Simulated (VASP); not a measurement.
# C: single point with HSE06

Crystal: C.

```xyz
2
Lattice="0.0000 1.7445 1.7880 1.7445 0.0000 1.7880 1.7445 1.7445 0.0000" Properties=species:S:1:pos:R:3 pbc="T T T"
C     0.0000    0.0000    0.0000
C     0.8723    0.8723    0.8940
```

This cell differs from its parent crystal: epitaxial xy strain -2.0%.

| Item | Value |
| --- | --- |
| Program | VASP 6.6.1 |
| Task | single point |
| Functional | HSE06 |
| Potentials or basis | VASP PAW PBE potentials, release 64 (C) |
| Cutoff | 520 eV |
| k mesh | 8 × 8 × 8 |
| Occupations | gaussian, width 0.01 eV |
| Spin | no spin polarisation |

```
Pressure               : 12.6 GPa
Band gap on the k mesh : 5.04 eV (least direct gap 6.86 eV)
```

Stress tensor (GPa, compression positive):
```
21.18  0.00  0.00
 0.00 21.18  0.00
 0.00  0.00 -4.69
```

Levels at points of the mesh, in eV from the valence-band top:
| k point | band 2 | band 3 | band 4 | band 5 | band 6 | band 7 |
| --- | --- | --- | --- | --- | --- | --- |
| (0.00, 0.00, 0.00) | -0.41 | 0.00 | 0.00 | 6.86 | 6.86 | 7.18 |
| (0.50, 0.00, 0.00) | -15.25 | -3.56 | -3.07 | 9.70 | 10.20 | 11.03 |
| (0.50, 0.50, 0.00) | -14.80 | -7.01 | -7.01 | 6.27 | 6.27 | 19.66 |
| (0.50, 0.00, 0.50) | -14.38 | -7.41 | -7.41 | 5.67 | 5.67 | 19.76 |

It took 5.6 min on 1 thread of Intel(R) Xeon(R) 6975P-C (Granite Rapids) (shared host), peak memory 0.22 GiB.

Caveat: the cell differs from its parent crystal (epitaxial xy strain -2.0%); the stress differs along the axes, from -5 to 21 GPa; the PAW data sets were made with another functional, which shifts forces and pressure a little. A k mesh can miss the band edges.
